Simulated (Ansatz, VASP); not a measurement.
## One calculation of Ni, two programs

```
Ni
1.0
     0.00000    1.76795    1.76795
     1.76795    0.00000    1.76795
     1.76795    1.76795    0.00000
Ni
1
Direct
  0.98586 0.01414 0.01414
```

Alike in both runs: task single point; functional PBE; k mesh 8 × 8 × 8; occupations gaussian, width 0.1 eV; collinear spin.

```csv
,VASP,Ansatz
version,VASP 6.6.1,Ansatz 0.2.0
potentials or method,"VASP PAW PBE potentials, release 64 (Ni), cutoff 600 eV","scalar-relativistic, plane waves, PAW"
valence electrons in the cell,10,18
```

```csv
,VASP,Ansatz,Ansatz less VASP
gap on the k mesh at the Fermi level (eV),none,none,-
pressure (GPa),-2.8,-2.6,+0.17
net moment per atom (μB),0.70,0.70,+0.002
size of the moment on the site where the two differ most (μB),0.71,0.74,+0.027
```

Site moments also hang on the region over which each program counts them. A gap of «none» marks a metal or a gap that the smearing closes. VASP's potentials hold 10 valence electrons a cell and Ansatz's 18, so a difference there can come from the potentials and not from the codes.

The k mesh is coarse, so the values compare programs but aren't converged.
